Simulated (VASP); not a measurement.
# MgS (Niningerite) (Fm-3m) in VASP: further runs

MgS (Niningerite) is run at these levels: PBE, HSE06, PBE0; tasks: single point.

All numbers are computed with VASP 6.6.1; they aren't measurements. Logs are shortened: lines on timing, memory, paths and dates and some standing lists are left out, and cuts for length are marked.

## (1) The cell of the first run

Symmetry: Fm-3m, No. 225, cubic system. Conventional cell: a = 5.203 Å, b = 5.203 Å, c = 5.203 Å, α = 90.00°, β = 90.00°, γ = 90.00°. Within 3.4 Å of Mg (site symmetry m-3m) lie 6 S at 2.60 Å. S (site symmetry m-3m) has 6 Mg at 2.60 Å within 3.4 Å.

## (2) Single point, PBE

Input file INCAR:

```
SYSTEM = MgS
PREC = Accurate
ENCUT = 600
EDIFF = 1E-6
ISMEAR = 0
SIGMA = 0.01
LREAL = .False.
LASPH = .True.
NELM = 120
ALGO = Normal
ISIF = 2
LWAVE = .False.
LCHARG = .False.
GGA = PE
NBANDS = 11
GGA_COMPAT = .False.
```

Input file KPOINTS:

```
Automatic mesh
0
Gamma
  4 4 4
  0 0 0
```

Input file POSCAR:

```
MgS
1.0
    3.6792890000      0.0000000000      0.0000000000
    1.8396445000      3.1863577419      0.0000000000
    1.8396445000      1.0621192473      3.0041268887
Mg S
1 1
Direct
    0.0000000000      0.0000000000      0.0000000000
    0.5000000000      0.5000000000      0.5000000000
```

Potentials or basis: VASP PAW PBE potentials, release 64 (Mg, S).

Command:

```sh
cat potpaw_PBE.64/Mg/POTCAR potpaw_PBE.64/S/POTCAR > POTCAR
mpirun -np 1 vasp_std > vasp.out
```

OUTCAR:

```text
SYSTEM = MgS
   PREC = Accurate
   ENCUT = 600
   EDIFF = 1E-6
   ISMEAR = 0
   LREAL = .False.
   LASPH = .True.
   NELM = 120
   ISIF = 2
   GGA = PE

 ion  position               nearest neighbor table
   1  0.000  0.000  0.000-   2 2.60   2 2.60   2 2.60   2 2.60   2 2.60   2 2.60
   2  0.500  0.500  0.500-   1 2.60   1 2.60   1 2.60   1 2.60   1 2.60   1 2.60

  LATTYP: Found a face centered cubic cell.
 ALAT       =     5.2033004037

  Lattice vectors:

 A1 = (   3.6792890000,   0.0000000000,   0.0000000000)
 A2 = (   1.8396445000,   3.1863577419,   0.0000000000)
 A3 = (   1.8396445000,   1.0621192473,   3.0041268887)

Analysis of symmetry for initial positions (statically):
=====================================================================
 Subroutine PRICEL returns:
 Original cell was already a primitive cell.

 Routine SETGRP: Setting up the symmetry group for a
 face centered cubic supercell.

 Subroutine GETGRP returns: Found 48 space group operations
[... 9 lines left out ...]

 Routine SETGRP: Setting up the symmetry group for a
 face centered cubic supercell.

 Subroutine GETGRP returns: Found 48 space group operations
[... 11 lines left out ...]
                                     Primitive cell

  volume of cell :      35.2190

  direct lattice vectors                    reciprocal lattice vectors
     3.679289000  0.000000000  0.000000000     0.271791642 -0.156918978 -0.110958473
     1.839644500  3.186357742  0.000000000     0.000000000  0.313837956 -0.110958473
     1.839644500  1.062119247  3.004126889     0.000000000  0.000000000  0.332875420

  length of vectors
     3.679289000  3.679289000  3.679289000     0.332875420  0.332875420  0.332875420

  position of ions in fractional coordinates (direct lattice)
     0.000000000  0.000000000  0.000000000
     0.500000000  0.500000000  0.500000000

  ion indices of the primitive-cell ions
   primitive index   ion index
                 1           1
                 2           2

----------------------------------------------------------------------------------------

 KPOINTS: Automatic mesh

Automatic generation of k-mesh.
 Grid dimensions read from file:
 generate k-points for:    4    4    4

 Generating k-lattice:

  Cartesian coordinates                     Fractional coordinates (reciprocal lattice)
     0.067947911 -0.039229744 -0.027739618     0.250000000  0.000000000  0.000000000
     0.000000000  0.078459489 -0.027739618     0.000000000  0.250000000  0.000000000
     0.000000000  0.000000000  0.083218855     0.000000000  0.000000000  0.250000000

  Length of vectors
     0.083218855  0.083218855  0.083218855
[... 45 lines left out ...]
   POTIM  = 0.5000    time-step for ionic-motion
   TEBEG  =    0.0;   TEEND  =   0.0 temperature during run
   PSTRESS=    0.0 pullay stress
   NELECT =       8.0000    total number of electrons
   NUPDOWN=      -1.0000    fix difference up-down
   EMIN   =  10.00;   EMAX   =-10.00  energy-range for DOS
   EFERMI =   0.00;   METHOD = LEGACY
   ISMEAR =     0;   SIGMA  =   0.01  broadening in eV -4-tet -1-fermi 0-gaus
   EFERMI_NEDOS =   21; number of points for ismear=-14 and -15
   IALGO  =     38    algorithm
   IMIX   =      4    mixing-type and parameters
     AMIX     =   0.40;   BMIX     =  1.00
     AMIX_MAG =   1.60;   BMIX_MAG =  1.00
  volume/ion in A,a.u.               =      17.61       118.83
  Fermi-wavevector in a.u.,A,eV,Ry     =   0.998878  1.887606 13.575321  0.997758
  Thomas-Fermi vector in A             =   2.131131
   LORBIT       =      0    0 simple, 1 ext, 2 COOP (PROOUT), +10 PAW based schemes
   GGA     = PE    functional components
   LHFCALC =     F    Hartree Fock is set to
   AEXX    =    0.0000 exact exchange contribution
   IVDW    =     0    specifies the selected vdW correction
   LEPSILON=     F    determine dielectric tensor
   LRPA    =     F    only Hartree local field effects (RPA)
 non-spin polarized calculation
 Gauss-broadening in eV      SIGMA  =   0.01
  energy-cutoff  :      600.00
  volume of cell :       35.22
 maximum number of plane-waves:      1211
 NGX is ok and might be reduce to    30
   NGX = 15   NGY = 15   NGZ = 15

 number of electron       7.9999999 magnetization

 Free energy of the ion-electron system (eV)
  ---------------------------------------------------
  ext. energy  EPLUGINS =         0.00000000
  ---------------------------------------------------
  free energy    TOTEN  =        -8.45434279 eV

  energy without entropy =       -8.45434279  energy(sigma->0) =       -8.45434279

 E-fermi :   3.8846     XC(G=0):  -9.6800

 val. band max:        3.7535952221   @ k =   0.0000   0.0000   0.0000
 cond. band min:       6.5039035669   @ k =   0.5000   0.5000   0.0000
 fundamental gap:      2.7503083448
 Fermi energy:         3.8846101700

 k-point     1 :       0.0000    0.0000    0.0000
  band No.  band energies     occupation
      1      -8.9143      2.00000
      2       3.7536      2.00000
      3       3.7536      2.00000
      4       3.7536      2.00000
      5       7.4524      0.00000
      6      11.6893      0.00000
      7      11.6893      0.00000
      8      11.6893      0.00000
      9      14.0854      0.00000
     10      14.0854      0.00000
     11      16.2743      0.00000
[... 85 lines left out ...]
 k-point     8 :      -0.2500    0.5000    0.2500
  band No.  band energies     occupation
      1      -7.1865      2.00000
      2       0.5173      2.00000
      3       0.5173      2.00000
      4       1.3867      2.00000
      5       8.9855      0.00000
      6      11.7006      0.00000
      7      11.7006      0.00000
      8      11.8015      0.00000
      9      18.0761      0.00000
     10      18.0761      0.00000
     11      19.4469      0.00000

------------------------ aborting loop because EDIFF is reached ----------------------------------------

  FORCE on cell =-STRESS in cart. coord.  units (eV):
  Direction    XX          YY          ZZ          XY          YZ          ZX
  --------------------------------------------------------------------------------------
  -------------------------------------------------------------------------------------
  Total        0.2764833      0.2764833      0.2764833     -0.0000000      0.0000000      0.0000000
  in kB       12.5777467     12.5777467     12.5777467     -0.0000000      0.0000000      0.0000000
  external PRESSURE =      12.5777467 kB  Pullay stress =       0.0000000 kB

 VOLUME and BASIS-vectors are now :
 -----------------------------------------------------------------------------
  energy-cutoff  :      600.00
  volume of cell :       35.22
      direct lattice vectors                 reciprocal lattice vectors
     3.679289000  0.000000000  0.000000000     0.271791642 -0.156918978 -0.110958473
     1.839644500  3.186357742  0.000000000     0.000000000  0.313837956 -0.110958473
     1.839644500  1.062119247  3.004126889     0.000000000  0.000000000  0.332875420

 POSITION                                       TOTAL-FORCE (eV/Angst)
 -----------------------------------------------------------------------------------
      0.00000      0.00000      0.00000         0.000000      0.000000      0.000000
      3.67929      2.12424      1.50206        -0.000000     -0.000000      0.000000
 -----------------------------------------------------------------------------------
    total drift:                               -0.000000      0.000000     -0.000000

  FREE ENERGIE OF THE ION-ELECTRON SYSTEM (eV)
  ---------------------------------------------------
  free  energy   TOTEN  =        -8.4543427939 eV

  energy  without entropy=       -8.4543427939  energy(sigma->0) =       -8.45434279
```

stdout:

```text
POSCAR found type information on POSCAR MgS
 POSCAR found :  2 types and       2 ions
 scaLAPACK will be used
 LDA part: xc-table for (Slater+PW92), standard interpolation
 POSCAR, INCAR and KPOINTS ok, starting setup
 FFT: planning ... GRIDC
 FFT: planning ... GRID_SOFT
 FFT: planning ... GRID
 WAVECAR not read
 entering main loop
```

Run time: 3.2 s. Hardware: 1 thread of Intel Xeon 6975P-C (Granite Rapids), shared host; peak memory 0.16 GiB.

Results:

```yaml
Free_energy: -8.4543 eV
Pressure: 1.3 GPa
Band_gap_on_the_k_mesh: 2.75 eV, indirect (least direct gap 3.70 eV)
```

Caveat: the k points lie up to 0.52 Å⁻¹ apart. A k mesh can miss the band edges.

## (3) Single point, HSE06

POSCAR is that of step 2.

Input file INCAR.step1:

```
ALGO = Normal
EDIFF = 1E-5
ENCUT = 520
GGA = PE
GGA_COMPAT = F
ISIF = 2
ISMEAR = 0
LASPH = T
LCHARG = F
LREAL = F
LWAVE = T
NBANDS = 11
NELM = 120
PREC = Accurate
SIGMA = 0.01
```

Input file INCAR.step2:

```
ALGO = Normal
EDIFF = 1E-6
ENCUT = 520
GGA = PE
GGA_COMPAT = F
HFSCREEN = 0.2079
ISIF = 2
ISMEAR = 0
ISTART = 1
LASPH = T
LCHARG = F
LHFCALC = T
LREAL = F
LWAVE = F
NBANDS = 11
NELM = 120
PREC = Accurate
PRECFOCK = Normal
SIGMA = 0.01
```

Input file KPOINTS:

```
k-points
0
Gamma
  4 4 4
```

Potentials or basis: VASP PAW PBE potentials, release 64 (Mg, S).

Command:

```sh
cat potpaw_PBE.64/Mg/POTCAR potpaw_PBE.64/S/POTCAR > POTCAR
cp INCAR.step1 INCAR
mpirun -np 1 vasp_std > vasp.out
cp INCAR.step2 INCAR
mpirun -np 1 vasp_std > vasp.out
```

It took 55 s on 1 thread of Intel Xeon 6975P-C (Granite Rapids), shared host; peak memory 0.27 GiB.

The run converged. Its results:

```
Free energy            : -9.8472 eV
Pressure               : -0.4 GPa
Band gap on the k mesh : 3.75 eV, indirect (least direct gap 4.81 eV)
```

Levels at points of the mesh, in eV from the valence-band top:
```
           k point  band 1  band 2  band 3  band 4  band 5  band 6  band 7  band 8  band 9
(0.00, 0.00, 0.00)  -13.95    0.00    0.00    0.00    4.81    9.10    9.10    9.10   11.69
(0.50, 0.00, 0.00)  -12.52   -5.27   -0.64   -0.64    5.56    8.05    8.05   11.59   13.52
(0.50, 0.50, 0.00)  -12.10   -4.59   -1.84   -1.84    3.75    5.34   13.53   14.33   14.91
```

Caveat: the k points lie up to 0.52 Å⁻¹ apart; the PAW data sets were made with another functional, which shifts forces and pressure a little. A k mesh can miss the band edges.

## (4) Single point, PBE0

POSCAR is that of step 3.

Input file INCAR.step1:

```
PREC = Accurate
ENCUT = 520
EDIFF = 1E-5
ISMEAR = 0
SIGMA = 0.01
LREAL = False
LASPH = True
NELM = 120
ALGO = Normal
ISIF = 2
LWAVE = True
NBANDS = 11
GGA = PE
GGA_COMPAT = False
```

Input file INCAR.step2:

```
PREC = Accurate
ENCUT = 520
EDIFF = 1E-6
ISMEAR = 0
SIGMA = 0.01
LREAL = False
LASPH = True
NELM = 120
ALGO = Normal
ISIF = 2
LWAVE = False
LCHARG = True
GGA = PE
LHFCALC = True
AEXX = 0.25
PRECFOCK = Normal
LELF = True
LVHAR = True
NBANDS = 11
ISTART = 1
GGA_COMPAT = False
```

Input file KPOINTS:

```
regular mesh
0
Gamma
  4 4 4
```

Command:

```sh
cat potpaw_PBE.64/Mg/POTCAR potpaw_PBE.64/S/POTCAR > POTCAR
cp INCAR.step1 INCAR
mpirun -np 1 vasp_std > vasp.out
cp INCAR.step2 INCAR
mpirun -np 1 vasp_std > vasp.out
```

Run time: 54 s. Hardware: 1 thread of Intel Xeon 6975P-C (Granite Rapids), shared host; peak memory 0.16 GiB.

It converged, with:

| Item | Value |
| --- | --- |
| Free energy | -10.4342 eV |
| Pressure | -0.5 GPa |
| Band gap on the k mesh | 4.52 eV, indirect (least direct gap 5.57 eV) |

Levels at points of the mesh, in eV from the valence-band top:
| k point | band 2 | band 3 | band 4 | band 5 | band 6 | band 7 |
| --- | --- | --- | --- | --- | --- | --- |
| (0.00, 0.00, 0.00) | 0.00 | 0.00 | 0.00 | 5.57 | 9.89 | 9.89 |
| (0.50, 0.00, 0.00) | -5.30 | -0.65 | -0.65 | 6.32 | 8.83 | 8.83 |
| (0.50, 0.50, 0.00) | -4.62 | -1.85 | -1.85 | 4.52 | 6.10 | 14.31 |

Caveat: the k points lie up to 0.52 Å⁻¹ apart; the PAW data sets were made with another functional, which shifts forces and pressure a little.

## (5) Overview

| level | cutoff (eV) | grid for exact exchange (PRECFOCK) | screening parameter | gap on the mesh (eV) | pressure (GPa) |
| --- | --- | --- | --- | --- | --- |
| PBE | 600 | - | - | 2.75 | 1.3 |
| HSE06 | 520 | Normal | 0.2079 1/Å | 3.75 | -0.4 |
| PBE0 | 520 | Normal | - | 4.52 | -0.5 |

Alike in all rows: task single point; potentials or basis VASP PAW PBE potentials, release 64 (Mg, S); no spin polarisation; cell as given; k mesh 4 × 4 × 4; smearing gaussian 0.01 eV.

Caveats: all runs use coarse meshes; the PAW data sets were made with another functional, which shifts forces and pressure a little (some runs).

Absolute energies hang on the potentials; compare differences alone.
